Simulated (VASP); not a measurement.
Set up this calculation in VASP 6.6.1, as the native input.

```yaml
Task: single point
Functional: PBE
Potentials_or_basis: VASP PAW PBE potentials, release 64 (Si)
Cutoff: 500 eV
k_mesh: 15 × 15 × 8
Occupations: gaussian, width 0.1 eV
Spin: collinear spin
Starting_moments: "[1.0, 1.0] μB"
Dipole_correction: no
Further_INCAR_settings: ALGO = Normal; EDIFF = 1e-06; NBANDS = 15
```

The structure of Si lies in POSCAR:

```
Si
1.0
    2.8703738294      0.0000000000      0.0000000000
   -1.4351869147      2.4858166547      0.0000000000
    0.0000000000      0.0000000000      4.4469217037
Si
2
Direct
    0.3333333300      0.6666666700      0.2500000000
    0.6666666700      0.3333333300      0.7500000000
```

This isn't the form of Si at room conditions, which is diamond.

One way to write it, as run:

INCAR

```
SYSTEM = Si
PREC = Accurate
ENCUT = 500
EDIFF = 1E-6
ISMEAR = 0
SIGMA = 0.1
LREAL = .FALSE.
LASPH = .TRUE.
NELM = 200
ALGO = Normal
ISIF = 2
LWAVE = .FALSE.
LCHARG = .FALSE.
ISPIN = 2
MAGMOM = 1 1
LORBIT = 11
GGA = PE
NBANDS = 15
GGA_COMPAT = .FALSE.
```

KPOINTS

```
Automatic mesh
0
G
  15 15 8
  0 0 0
```

Potentials or basis: VASP PAW PBE potentials, release 64 (Si).

Run with:

```bash
$ cat potpaw_PBE.64/Si/POTCAR > POTCAR
$ mpirun -np 1 vasp_std > vasp.out
```

Results of the run:

```
Pressure                                              : -6.8 GPa
Band gap on the k mesh                                : zero (filled and empty bands overlap)
Net moment                                            : 0.00 μB per cell
Valence electrons inside the program's atomic spheres : Si 1.52
```

Caveat: the cell stands under tension.

Wall time 36 s on 1 thread of Intel(R) Xeon(R) 6975P-C (Granite Rapids), with other jobs on the host, peak memory 0.2 GiB.
